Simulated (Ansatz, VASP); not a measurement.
**One calculation of Ti2Te2Pt, two programs**

```
Ti Te Pt
1.0
     5.87236    0.00000    0.00000
    -2.93618    5.08561    0.00000
     0.00000    0.00000    4.40643
Ti Te Pt
2 2 1
Direct
  0.33333 0.66667 0.92823
  0.66667 0.33333 0.92823
  0.33333 0.66667 0.45496
  0.66667 0.33333 0.45496
  0.00000 0.00000 0.02944
```

Alike in both runs: task single point; functional PBE; k mesh 3 × 3 × 4; occupations gaussian, width 0.1 eV; no spin polarisation.

|  | VASP | Ansatz |
| --- | --- | --- |
| version | VASP 6.6.1 | Ansatz 0.2.0 |
| potentials or method | VASP PAW PBE potentials, release 64 (Ti_sv, Te, Pt), cutoff 520 eV | scalar-relativistic, plane waves, PAW |
| valence electrons in the cell | 46 | 74 |

```tsv
	VASP	Ansatz	Ansatz less VASP
gap on the k mesh at the Fermi level (eV)	none	none	-
pressure (GPa)	21.6	22.2	+0.55
traceless stress, the component that is largest in VASP (GPa)	64.14	65.09	+0.954
rms of the force components (eV/Å)	3.631	3.663	+0.0326
```

Atom by atom the forces differ by 0.033 eV/Å (rms over components). A gap of «none» marks a metal or a gap that the smearing closes. With one functional, cell and mesh, what is left measures potentials, basis and numerics. VASP's potentials hold 46 valence electrons a cell and Ansatz's 74, so a difference there can come from the potentials and not from the codes.

The k mesh is coarse, so the values compare programs but aren't converged. Neither program's run includes spin-orbit coupling.
